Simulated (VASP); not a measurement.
Ti: single point with PBE

The system is Ti.

```xyz
2
Lattice="2.9357 0.0000 0.0000 -1.4678 2.5424 0.0000 0.0000 0.0000 4.6583" Properties=species:S:1:pos:R:3 pbc="T T T"
Ti    0.0000    1.6949    1.1646
Ti    1.4678    0.8475    3.4937
```

| Quantity | Value |
| --- | --- |
| Program | VASP 6.6.1 |
| Task | single point |
| Functional | PBE |
| Potentials or basis | VASP PAW PBE potentials, release 64 (Ti_sv) |
| Cutoff | 520 eV |
| k mesh | 12 × 12 × 6 |
| Occupations | fermi-dirac, width 0.02 eV |
| Spin | no spin polarisation |
| Dipole correction | no |
| Further INCAR settings | ALGO = Normal; EDIFF = 1e-06; NBANDS = 19 |

* Pressure: -0.3 GPa
* Band gap on the k mesh: zero (bands 12 and 13 overlap by 1.00 eV)

Levels at points of the mesh, in eV from the Fermi level:
```csv
k point,band 9,band 10,band 11,band 12,band 13,band 14,band 15,band 16
"(0.00, 0.00, 0.00)",-6.25,-2.73,0.71,0.73,0.73,0.83,1.23,1.23
"(0.50, 0.00, 0.00)",-2.39,-2.20,-1.89,-0.67,0.45,0.58,1.13,3.30
"(0.00, 0.00, 0.50)",-4.40,-4.40,0.03,0.03,0.64,0.64,0.64,0.64
"(0.50, 0.00, 0.50)",-2.58,-2.58,-0.86,-0.86,1.28,1.28,1.69,1.69
```

It took 22 s on 1 thread of Intel(R) Xeon(R) 6975P-C (Granite Rapids), with other jobs on the host, peak memory 0.17 GiB.
